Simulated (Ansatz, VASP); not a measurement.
## InP: VASP beside Ansatz

File INCAR:

```
ALGO = Normal
EDIFF = 1E-6
ENCUT = 520
GGA = PS
ISIF = 2
ISMEAR = 0
LASPH = T
LCHARG = F
LREAL = F
LWAVE = F
NBANDS = 16
NELM = 80
PREC = Accurate
SIGMA = 0.15
```

Contents of KPOINTS:

```
k-points
0
Gamma
  16 16 16
```

POSCAR

```
InP
1.0
    0.0000000000      2.7657221691      3.0422943860
    2.7657221691      0.0000000000      3.0422943860
    2.7657221691      2.7657221691      0.0000000000
In P
1 1
Direct
    0.0000000000      0.0000000000      0.0000000000
    0.5000000000      0.5000000000      0.5000000000
```

Input for Ansatz:

```yaml
crystal:
  lattice:
    - [0.0, 2.7657221691, 3.042294386]
    - [2.7657221691, 0.0, 3.042294386]
    - [2.7657221691, 2.7657221691, 0.0]
  atoms:
    - { symbol: In, position: [0.0, 0.0, 0.0] }
    - { symbol: P, position: [0.5, 0.5, 0.5] }
basis:
  ecutwfc: 420
kpoints:
  mp_grid: { grid: [16, 16, 16] }
hamiltonian:
  xc: pbesol
scf:
  occupations: { method: gaussian, width: 0.15 }
output:
  forces: true
  stress: true
  eigenvalues: true
  write_density: true
  write_potential: true
  elf: true
  volumetric_format: npy
```

Alike in both runs: task single point; functional PBEsol; k mesh 16 × 16 × 16; occupations gaussian, width 0.15 eV; no spin polarisation.

|  | VASP | Ansatz |
| --- | --- | --- |
| version | VASP 6.6.1 | Ansatz 0.2.0 |
| potentials or method | VASP PAW PBE potentials, release 64 (In_d, P), cutoff 520 eV | scalar-relativistic, plane waves, PAW |
| valence electrons in the cell | 18 | 18 |

|  | VASP | Ansatz | Ansatz less VASP |
| --- | --- | --- | --- |
| gap on the k mesh at the Fermi level (eV) | none | none | - |
| pressure (GPa) | -7.2 | -7.2 | -0.01 |
| traceless stress, the component that is largest in VASP (GPa) | -2.84 | -2.83 | +0.012 |

VASP's potentials were made for PBE, not for PBEsol. A gap of «none» marks a metal or a gap that the smearing closes. With one functional, cell and mesh, what is left measures potentials, basis and numerics.
